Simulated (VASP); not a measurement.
# SiC17 (a cell with a defect) in VASP: a series of runs

SiC17 (a cell with a defect) is run at these levels: PBE+D3(BJ); tasks: single point.

Program: VASP 6.6.1. These are calculated values, not measurements. Logs are shortened: lines on timing, memory, paths and dates and some standing lists are left out, and cuts for length are marked.

### Step 1. The cell of the first run

The cell holds a defect, 18 atoms: a = 5.563 Å, b = 5.563 Å, c = 5.563 Å, α = 83.29°, β = 83.29°, γ = 83.29°.

### Step 2. Single point, PBE+D3(BJ)

Input file INCAR:

```
SYSTEM = SiC17
  ALGO = Normal
  EDIFF = 1E-7
  ENCUT = 520
  GGA = PE
  ISIF = 2
  ISMEAR = 0
  IVDW = 12
  LASPH = .TRUE.
  LCHARG = .TRUE.
  LELF = .TRUE.
  LREAL = Auto
  LVHAR = .TRUE.
  LWAVE = .FALSE.
  NBANDS = 51
  NELM = 80
  PREC = Accurate
  SIGMA = 0.1
```

Input file KPOINTS:

```
k-points
0
G
  5 5 5
  0 0 0
```

Input file POSCAR:

```
SiC17
1.0
    3.6971071442     -2.1345258049     -3.5674261305
   -3.6971071441     -2.1345258049     -3.5674261305
    0.0000000000      4.2690516098     -3.5674261305
Si C
1 17
Direct
    0.3138675887      0.6472009220      0.3138675887
    0.8808768043      0.5488780910      0.5544585754
    0.5544585754      0.2142101376      0.2155447577
    0.5544585754      0.5488780910      0.8808768043
    0.2155447577      0.2142101376      0.5544585754
    0.8808768043      0.8877919087      0.2155447577
    0.8654524682      0.1987858015      0.8654524682
    0.5408970551      0.8742303884      0.5408970551
    0.2155447577      0.8877919087      0.8808768043
    0.4853321689      0.4524494364      0.1191161031
    0.1191161031      0.4524494364      0.4853321689
    0.7568762970      0.0902096303      0.0899242243
    0.7568762970      0.4232575576      0.7568762970
    0.4385814271      0.1069518990      0.4385814271
    0.1191161031      0.8186655022      0.1191161031
    0.0899242243      0.0902096303      0.7568762970
    0.7736185657      0.7719147605      0.4385814271
    0.4385814271      0.7719147605      0.7736185657
```

Potentials or basis: VASP PAW PBE potentials, release 64 (Si, C).

The run is started by

```console
> cat potpaw_PBE.64/Si/POTCAR potpaw_PBE.64/C/POTCAR > POTCAR
> mpirun -np 1 vasp_std > vasp.out
```

OUTCAR:

```text
SYSTEM = SiC17
   EDIFF = 1E-7
   ENCUT = 520
   GGA = PE
   ISIF = 2
   ISMEAR = 0
   IVDW = 12
   LASPH = .TRUE.
   LREAL = Auto
   NELM = 80
   PREC = Accurate
 IVDW          = 12

 ion  position               nearest neighbor table
   1  0.314  0.647  0.314-  10 1.75  15 1.75  11 1.75   8 2.43
   2  0.881  0.549  0.554-  11 1.40  13 1.41  17 1.43
   3  0.554  0.214  0.216-  10 1.40  12 1.41  14 1.43
   4  0.554  0.549  0.881-  10 1.40  13 1.41  18 1.43
   5  0.216  0.214  0.554-  11 1.40  16 1.41  14 1.43
   6  0.881  0.888  0.216-  15 1.40  12 1.41  17 1.43
   7  0.865  0.199  0.865-  13 1.42  12 1.42  16 1.42
   8  0.541  0.874  0.541-  18 1.43  17 1.43  14 1.43   1 2.43
   9  0.216  0.888  0.881-  15 1.40  16 1.41  18 1.43
  10  0.485  0.452  0.119-   3 1.40   4 1.40   1 1.75
  11  0.119  0.452  0.485-   5 1.40   2 1.40   1 1.75
  12  0.757  0.090  0.090-   6 1.41   3 1.41   7 1.42
  13  0.757  0.423  0.757-   2 1.41   4 1.41   7 1.42
  14  0.439  0.107  0.439-   3 1.43   5 1.43   8 1.43
  15  0.119  0.819  0.119-   9 1.40   6 1.40   1 1.75
  16  0.090  0.090  0.757-   9 1.41   5 1.41   7 1.42
  17  0.774  0.772  0.439-   6 1.43   2 1.43   8 1.43
  18  0.439  0.772  0.774-   9 1.43   4 1.43   8 1.43

  LATTYP: Found a trigonal (rhomboedric) cell.
 ALAT       =     5.5633920268
 COS(alpha) =     0.1167681090

  Lattice vectors:

 A1 = (   3.6971071442,  -2.1345258049,  -3.5674261305)
 A2 = (  -3.6971071441,  -2.1345258049,  -3.5674261305)
 A3 = (   0.0000000000,   4.2690516098,  -3.5674261305)

Analysis of symmetry for initial positions (statically):
=====================================================================
 Subroutine PRICEL returns:
 Original cell was already a primitive cell.

 Routine SETGRP: Setting up the symmetry group for a
 trigonal (rhombohedral) supercell.

 Subroutine GETGRP returns: Found  6 space group operations
 (whereof  2 operations were pure point group operations)
 out of a pool of 12 trial point group operations.

The static configuration has the point symmetry C_1h.
 The point group associated with its full space group is C_3v.

Analysis of symmetry for dynamics (positions and initial velocities):
=====================================================================
 Subroutine PRICEL returns:
 Original cell was already a primitive cell.

 Routine SETGRP: Setting up the symmetry group for a
 trigonal (rhombohedral) supercell.

 Subroutine GETGRP returns: Found  6 space group operations
 (whereof  2 operations were pure point group operations)
 out of a pool of 12 trial point group operations.

The dynamic configuration has the point symmetry C_1h.
 The point group associated with its full space group is C_3v.

 Subroutine INISYM returns: Found  6 space group operations
 (whereof  2 operations are pure point group operations),
 and found     1 'primitive' translations

----------------------------------------------------------------------------------------

                                     Primitive cell

  volume of cell :     168.9156

  direct lattice vectors                    reciprocal lattice vectors
     3.697107144 -2.134525805 -3.567426130     0.135240874 -0.078081355 -0.093438048
    -3.697107144 -2.134525805 -3.567426130    -0.135240874 -0.078081355 -0.093438048
     0.000000000  4.269051610 -3.567426130     0.000000000  0.156162710 -0.093438048

  length of vectors
     5.563392027  5.563392027  5.563392027     0.181982034  0.181982034  0.181982034

  position of ions in fractional coordinates (direct lattice)
     0.313867589  0.647200922  0.313867589
     0.880876804  0.548878091  0.554458575
     0.554458575  0.214210138  0.215544758
     0.554458575  0.548878091  0.880876804
     0.215544758  0.214210138  0.554458575
     0.880876804  0.887791909  0.215544758
[... 10 lines left out ...]
     0.773618566  0.771914761  0.438581427
     0.438581427  0.771914761  0.773618566

  ion indices of the primitive-cell ions
   primitive index   ion index
                 1           1
                 2           2
                 3           3
                 4           4
                 5           5
                 6           6
[... 10 lines left out ...]
                17          17
                18          18

----------------------------------------------------------------------------------------

 KPOINTS: k-points

Automatic generation of k-mesh.
 Grid dimensions read from file:
 generate k-points for:    5    5    5

 Generating k-lattice:

  Cartesian coordinates                     Fractional coordinates (reciprocal lattice)
     0.027048175 -0.015616271 -0.018687610     0.200000000 -0.000000000 -0.000000000
    -0.027048175 -0.015616271 -0.018687610     0.000000000  0.200000000  0.000000000
     0.000000000  0.031232542 -0.018687610     0.000000000  0.000000000  0.200000000

  Length of vectors
     0.036396407  0.036396407  0.036396407

  Shift w.r.t. Gamma in fractional coordinates (k-lattice)
     0.000000000  0.000000000  0.000000000

 Subroutine IBZKPT returns following result:
 ===========================================

 Found     19 irreducible k-points:

 Following reciprocal coordinates:
            Coordinates               Weight
  0.000000  0.000000  0.000000      1.000000
  0.200000  0.000000  0.000000      6.000000
  0.400000  0.000000  0.000000      6.000000
  0.200000  0.200000 -0.000000      6.000000
  0.400000  0.200000 -0.000000     12.000000
 -0.400000  0.200000  0.000000     12.000000
[... 11 lines left out ...]
  0.400000  0.400000  0.400000      2.000000
 -0.400000  0.400000  0.400000      6.000000
   k-points           NKPTS =     19   k-points in BZ     NKDIM =     19   number of bands    NBANDS=     51
   number of dos      NEDOS =    301   number of ions     NIONS =     18
   total plane-waves  NPLWV =  74088
   dimension x,y,z NGX =    42 NGY =   42 NGZ =   42
   dimension x,y,z NGXF=    84 NGYF=   84 NGZF=   84
   ions per type =               1  17
   NGX,Y,Z   is equivalent  to a cutoff of  12.55, 12.55, 12.55 a.u.
   NGXF,Y,Z  is equivalent  to a cutoff of  25.10, 25.10, 25.10 a.u.
 SYSTEM =  SiC17
   PREC   = accura    normal or accurate (medium, high low for compatibility)
   ISTART =      0    job   : 0-new  1-cont  2-samecut
   ICHARG =      2    charge: 1-file 2-atom 10-const
   ISPIN  =      1    spin polarized calculation?
   LNONCOLLINEAR =      F non collinear calculations
   LSORBIT =      F    spin-orbit coupling
   LASPH  =      T    aspherical Exc in radial PAW
   ENCUT  =  520.0 eV  38.22 Ry    6.18 a.u.  10.34 10.34 10.34*2*pi/ulx,y,z
   NELM   =     80;   NELMIN=  2; NELMDL= -5     # of ELM steps
   EDIFF  = 0.1E-06   stopping-criterion for ELM
   LREAL  =      T    real-space projection
   EDIFFG = 0.1E-05   stopping-criterion for IOM
   NSW    =      0    number of steps for IOM
   IBRION =     -1    ionic relax: 0-MD 1-quasi-New 2-CG
   NFREE  =      0    steps in history (QN), initial steepest desc. (CG)
   ISIF   =      2    stress and relaxation
   ISYM   =      2    0-nonsym 1-usesym 2-fastsym
   POTIM  = 0.5000    time-step for ionic-motion
   TEBEG  =    0.0;   TEEND  =   0.0 temperature during run
   PSTRESS=    0.0 pullay stress
   NELECT =      72.0000    total number of electrons
   NUPDOWN=      -1.0000    fix difference up-down
   EMIN   =  10.00;   EMAX   =-10.00  energy-range for DOS
   EFERMI =   0.00;   METHOD = LEGACY
   ISMEAR =     0;   SIGMA  =   0.10  broadening in eV -4-tet -1-fermi 0-gaus
   EFERMI_NEDOS =   21; number of points for ismear=-14 and -15
   IALGO  =     38    algorithm
   IMIX   =      4    mixing-type and parameters
     AMIX     =   0.40;   BMIX     =  1.00
     AMIX_MAG =   1.60;   BMIX_MAG =  1.00
  volume/ion in A,a.u.               =       9.38        63.33
  Fermi-wavevector in a.u.,A,eV,Ry     =   1.232052  2.328241 20.652999  1.517953
  Thomas-Fermi vector in A             =   2.366838
   LORBIT       =      0    0 simple, 1 ext, 2 COOP (PROOUT), +10 PAW based schemes
   GGA     = PE    functional components
   LHFCALC =     F    Hartree Fock is set to
   AEXX    =    0.0000 exact exchange contribution
   IVDW    =    12    specifies the selected vdW correction
   LEPSILON=     F    determine dielectric tensor
   LRPA    =     F    only Hartree local field effects (RPA)
 non-spin polarized calculation
 Gauss-broadening in eV      SIGMA  =   0.10
  energy-cutoff  :      520.00
  volume of cell :      168.92
 maximum number of plane-waves:      4568
 NGX is ok and might be reduce to    42
   NGX = 21   NGY = 21   NGZ = 21

 number of electron      71.9999996 magnetization

 Free energy of the ion-electron system (eV)
  ---------------------------------------------------
  ext. energy  EPLUGINS =         0.00000000
  ---------------------------------------------------
  free energy    TOTEN  =      -157.49743624 eV

  energy without entropy =     -157.49443568  energy(sigma->0) =     -157.49593596

 E-fermi :   4.8969     XC(G=0): -10.1007

 val. band max:        4.7574079218   @ k =   0.2000   0.0000   0.0000
 cond. band min:       4.9234687422   @ k =  -0.4000   0.4000   0.4000
 fundamental gap:      0.1660608204
 Fermi energy:         4.8968733722

 k-point     1 :       0.0000    0.0000    0.0000
  band No.  band energies     occupation
      1     -14.7259      2.00000
      2     -12.2445      2.00000
      3     -12.2445      2.00000
      4     -12.2333      2.00000
      5     -11.8450      2.00000
      6     -11.8450      2.00000
[... 40 lines left out ...]
     47      11.7564      0.00000
     48      12.5951      0.00000

 k-point     2 :       0.2000    0.0000    0.0000
  band No.  band energies     occupation
      1     -14.6187      2.00000
      2     -13.0136      2.00000
      3     -12.4561      2.00000
      4     -12.0628      2.00000
      5     -11.4479      2.00000
      6     -11.2932      2.00000
[... 40 lines left out ...]
     47      11.6913      0.00000
     48      12.5780      0.00000

 k-point     3 :       0.4000    0.0000    0.0000
  band No.  band energies     occupation
      1     -14.3215      2.00000
      2     -13.6814      2.00000
      3     -12.6226      2.00000
      4     -12.1583      2.00000
      5     -10.7322      2.00000
      6     -10.4879      2.00000
[... 40 lines left out ...]
     47      12.0423      0.00000
     48      12.4936      0.00000

 k-point     4 :       0.2000    0.2000   -0.0000
  band No.  band energies     occupation
      1     -14.5915      2.00000
      2     -12.9577      2.00000
      3     -12.5587      2.00000
      4     -12.1255      2.00000
      5     -11.3730      2.00000
      6     -11.3040      2.00000
[... 703 lines left out ...]
     47      12.0426      0.00000
     48      12.3972      0.00000

 k-point    18 :       0.4000    0.4000    0.4000
  band No.  band energies     occupation
      1     -14.5123      2.00000
      2     -12.3425      2.00000
      3     -12.3064      2.00000
      4     -12.3064      2.00000
      5     -11.9553      2.00000
      6     -11.9553      2.00000
[... 40 lines left out ...]
     47      12.2314      0.00000
     48      12.2315      0.00000

 k-point    19 :      -0.4000    0.4000    0.4000
  band No.  band energies     occupation
      1     -14.3990      2.00000
      2     -13.0917      2.00000
      3     -12.5551      2.00000
      4     -12.1900      2.00000
      5     -11.5295      2.00000
      6     -11.3791      2.00000
[... 40 lines left out ...]
     47      11.7479      0.00000
     48      12.4518      0.00000
 [bands above 48 left out]

------------------------ aborting loop because EDIFF is reached ----------------------------------------

 Edisp (eV)   -2.85437

 E8    (eV) :    -0.8463

  FORCE on cell =-STRESS in cart. coord.  units (eV):
  Direction    XX          YY          ZZ          XY          YZ          ZX
  --------------------------------------------------------------------------------------
  -------------------------------------------------------------------------------------
  Total      18.46827    18.46827     0.35617    -0.00000    -0.00000    -0.00000
  in kB     175.17299   175.17299     3.37834    -0.00000    -0.00000    -0.00000
  external pressure =      117.91 kB  Pullay stress =        0.00 kB

 VOLUME and BASIS-vectors are now :
 -----------------------------------------------------------------------------
  energy-cutoff  :      520.00
  volume of cell :      168.92
      direct lattice vectors                 reciprocal lattice vectors
     3.697107144 -2.134525805 -3.567426130     0.135240874 -0.078081355 -0.093438048
    -3.697107144 -2.134525805 -3.567426130    -0.135240874 -0.078081355 -0.093438048
     0.000000000  4.269051610 -3.567426130     0.000000000  0.156162710 -0.093438048

 POSITION                                       TOTAL-FORCE (eV/Angst)
 -----------------------------------------------------------------------------------
     -1.23237     -0.71151     -4.54824        -0.000000     -0.000000      0.007869
      1.22743     -0.68484     -7.07853        -0.015781     -0.007522      0.001540
      1.25793     -0.72057     -3.51111         0.001376      0.017427      0.001540
      0.02063      1.40541     -7.07853        -0.014405     -0.009905      0.001540
      0.00493      1.44969     -3.51111         0.015781     -0.007522      0.001540
     -0.02557     -2.85510     -7.07853        -0.001376      0.017427      0.001540
[... 10 lines left out ...]
      0.00630     -1.42665     -7.07818         0.011668     -0.006737     -0.006168
     -1.23237      0.71878     -7.07818        -0.000000      0.013473     -0.006168
 -----------------------------------------------------------------------------------
    total drift:                                0.000000      0.000000     -0.012052

  FREE ENERGIE OF THE ION-ELECTRON SYSTEM (eV)
  ---------------------------------------------------
  free  energy   TOTEN  =      -160.3518067403 eV

  energy  without entropy=     -160.3488061777  energy(sigma->0) =     -160.35030646
```

Wall time 1.8 min (1 thread of Intel Xeon 6975P-C (Granite Rapids), shared host); peak memory 0.3 GiB.

Results:

* Free energy: -160.3518 eV
* Pressure: 11.8 GPa
* Largest force: 0.032 eV/Å
* Band gap on the k mesh: zero (band 36 reaches 5.47 eV, above the bottom of band 37 at 4.62 eV)
* Dispersion energy per atom: -0.159 eV

Forces in eV/Å, atoms in the order of the input:
```
Si   0.000  0.000  0.008
C   -0.016 -0.008  0.002
C    0.001  0.017  0.002
C   -0.014 -0.010  0.002
C    0.016 -0.008  0.002
C   -0.001  0.017  0.002
C    0.000  0.000  0.016
C    0.000  0.000  0.006
C    0.014 -0.010  0.002
C   -0.023  0.013 -0.017
C    0.000 -0.027 -0.017
C    0.000 -0.015  0.010
C    0.013  0.008  0.010
C   -0.012 -0.007 -0.006
C    0.023  0.013 -0.017
C   -0.013  0.008  0.010
C    0.012 -0.007 -0.006
C    0.000  0.013 -0.006
```

### Step 3. Single point, PBE+D3(BJ)

Input file INCAR:

```
ALGO = Normal
EDIFF = 1E-7
ENCUT = 520
GGA = PE
ISIF = 2
ISMEAR = 0
IVDW = 12
LASPH = True
LCHARG = False
LREAL = Auto
LWAVE = False
NBANDS = 51
NELM = 80
PREC = Accurate
SIGMA = 0.1
```

Input file KPOINTS:

```
k-points
0
Gamma
  7 7 7
```

Input file POSCAR:

```
SiC17
1.0
    3.6971071442     -2.1345258049     -3.5674261305
   -3.6971071441     -2.1345258049     -3.5674261305
    0.0000000000      4.2690516098     -3.5674261305
Si C
1 17
Direct
    0.3139527623      0.6472860956      0.3139527623
    0.8809097447      0.5489018754      0.5544524477
    0.5544524477      0.2142430781      0.2155685421
    0.5544524477      0.5489018754      0.8809097447
    0.2155685421      0.2142430781      0.5544524477
    0.8809097447      0.8877857810      0.2155685421
    0.8654356757      0.1987690090      0.8654356757
    0.5405773431      0.8739106764      0.5405773431
    0.2155685421      0.8877857810      0.8809097447
    0.4853223256      0.4524667629      0.1191334295
    0.1191334295      0.4524667629      0.4853223256
    0.7569334564      0.0902667898      0.0899821818
    0.7569334564      0.4233155152      0.7569334564
    0.4385332552      0.1070012937      0.4385332552
    0.1191334295      0.8186556589      0.1191334295
    0.0899821818      0.0902667898      0.7569334564
    0.7736679604      0.7718665885      0.4385332552
    0.4385332552      0.7718665885      0.7736679604
```

Potentials or basis: VASP PAW PBE potentials, release 64 (Si, C).

The run is started by

```console
> cat potpaw_PBE.64/Si/POTCAR potpaw_PBE.64/C/POTCAR > POTCAR
> mpirun -np 1 vasp_std > vasp.out
```

Wall time 5.1 min (1 thread of Intel Xeon Platinum 8559C (Emerald Rapids), shared host); peak memory 0.38 GiB.

The run converged. Its results:

* Free energy: -160.3525 eV
* Pressure: 11.8 GPa
* Largest force: 0.031 eV/Å
* Band gap on the k mesh: zero (band 36 reaches 5.47 eV, above the bottom of band 37 at 4.59 eV)
* Dispersion energy per atom: -0.159 eV

Forces in eV/Å, atoms in the order of the input:
```
Si   0.000  0.000  0.000
C   -0.012 -0.005 -0.001
C    0.002  0.012 -0.001
C   -0.010 -0.008 -0.001
C    0.012 -0.005 -0.001
C   -0.002  0.012 -0.001
C    0.000  0.000  0.013
C    0.000  0.000  0.004
C    0.010 -0.008 -0.001
C   -0.022  0.013 -0.017
C    0.000 -0.026 -0.017
C    0.000 -0.004  0.016
C    0.004  0.002  0.016
C   -0.004 -0.002 -0.002
C    0.022  0.013 -0.017
C   -0.004  0.002  0.016
C    0.004 -0.002 -0.002
C    0.000  0.004 -0.002
```

Stress tensor (GPa, compression positive):
```
17.51  0.00  0.00
 0.00 17.51  0.00
 0.00  0.00  0.31
```

Levels at points of the mesh, in eV from the Fermi level:
| k point | band 34 | band 35 | band 36 | band 37 | band 38 | band 39 |
| --- | --- | --- | --- | --- | --- | --- |
| (0.00, 0.00, 0.00) | -2.25 | 0.53 | 0.58 | 0.58 | 1.17 | 1.83 |
